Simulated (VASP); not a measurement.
Li:

```xyz
1
Lattice="0.0000 2.2020 2.2020 2.2020 0.0000 2.2020 2.2020 2.2020 0.0000" Properties=species:S:1:pos:R:3 pbc="T T T"
Li    0.0000    0.0000    0.0000
```

This isn't the form of Li at room conditions, which is bcc.

```yaml
Program: VASP 6.6.1
Task: relaxation of cell and atoms
Functional: PBE
Potentials_or_basis: VASP PAW PBE potentials, release 64 (Li_sv)
Cutoff: 600 eV
k_mesh: 10 × 10 × 10
Occupations: fermi-dirac, width 0.05 eV
Spin: no spin polarisation
```

At the start: pressure -0.8 GPa; volume 21.35 Å³/atom.

**Question.** How do energy, volume and symmetry change on relaxing?

**Answer.** Over 3 steps the energy falls by 3.5 meV/atom and the volume is 20.07 Å³/atom (-6.0 %); space group Fm-3m (No. 225, to 0.1 Å) before and after.

The path:
```csv
step,energy change (eV),largest force (eV/Å),pressure (GPa),volume (Å³)
1,0.0000,0.0000,-0.79,21.35
2,-0.0014,0.0000,-0.62,21.03
3,-0.0035,0.0000,-0.05,20.07
```

Final structure:
```
Li
1.0
     0.00000    2.15709    2.15709
     2.15709    0.00000    2.15709
     2.15709    2.15709    0.00000
Li
1
Direct
  0.00000 0.00000 0.00000
```

Caveat: the cutoff is under 1.25 times the usual one of these potentials, so pressure, stress and relaxed cells hold a basis-set (Pulay) error.
